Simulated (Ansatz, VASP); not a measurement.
# One calculation of MgO, two programs

File INCAR:

```
SYSTEM = MgO
ALGO = Normal
EDIFF = 1E-6
ENCUT = 520
GGA = PS
ISIF = 2
ISMEAR = 0
LASPH = .TRUE.
LCHARG = .FALSE.
LREAL = .FALSE.
LWAVE = .FALSE.
NBANDS = 11
NELM = 80
PREC = Accurate
SIGMA = 0.05
```

The input KPOINTS:

```
k-points
0
G
  10 10 10
  0 0 0
```

Contents of POSCAR:

```
MgO
1.0
   -0.1067575000      2.1351500000      2.1351500000
    2.1351500000     -0.1067575000      2.1351500000
    2.0283925000      2.0283925000      0.0000000000
Mg O
1 1
Direct
    0.0000000000      0.0000000000      0.0000000000
    0.5000000000      0.5000000000      0.5000000000
```

Input for Ansatz:

```yaml
crystal:
  lattice:
    - [-0.1067575, 2.13515, 2.13515]
    - [2.13515, -0.1067575, 2.13515]
    - [2.0283925, 2.0283925, 0.0]
  atoms:
    - { symbol: Mg, position: [0.0, 0.0, 0.0] }
    - { symbol: O, position: [0.5, 0.5, 0.5] }
basis:
  ecutwfc: 420
kpoints:
  mp_grid: { grid: [10, 10, 10] }
hamiltonian:
  xc: pbesol
scf:
  occupations: { method: gaussian, width: 0.05 }
output:
  forces: true
  stress: true
  eigenvalues: true
  write_density: true
  write_potential: true
  elf: true
  volumetric_format: npy
```

Change from the starting cell: strain -0.1000 x Voigt [0, 0, 0, 0, 0, 1], atoms carried along.

Alike in both runs: task single point; functional PBEsol; k mesh 10 × 10 × 10; occupations gaussian, width 0.05 eV; no spin polarisation.

|  | VASP | Ansatz |
| --- | --- | --- |
| version | VASP 6.6.1 | Ansatz 0.2.0 |
| potentials or method | VASP PAW PBE potentials, release 64 (Mg, O), cutoff 520 eV | scalar-relativistic, plane waves, PAW |
| valence electrons in the cell | 8 | 16 |

VASP gave:

| Property | Result |
| --- | --- |
| gap on the k mesh at the Fermi level (eV) | 3.75 |
| least direct gap on the mesh (eV) | 3.75 |
| pressure (GPa) | -5.9 |
| traceless stress, the component that is largest in VASP (GPa) | 14.07 |

**Question.** What did Ansatz give for the same quantities?

**Answer.** gap on the k mesh at the Fermi level (eV): 3.76; least direct gap on the mesh (eV): 3.76; pressure (GPa): -5.3; traceless stress, the component that is largest in VASP (GPa): 13.98.

VASP's potentials were made for PBE, not for PBEsol. VASP's potentials hold 8 valence electrons a cell and Ansatz's 16, so a difference there can come from the potentials and not from the codes.
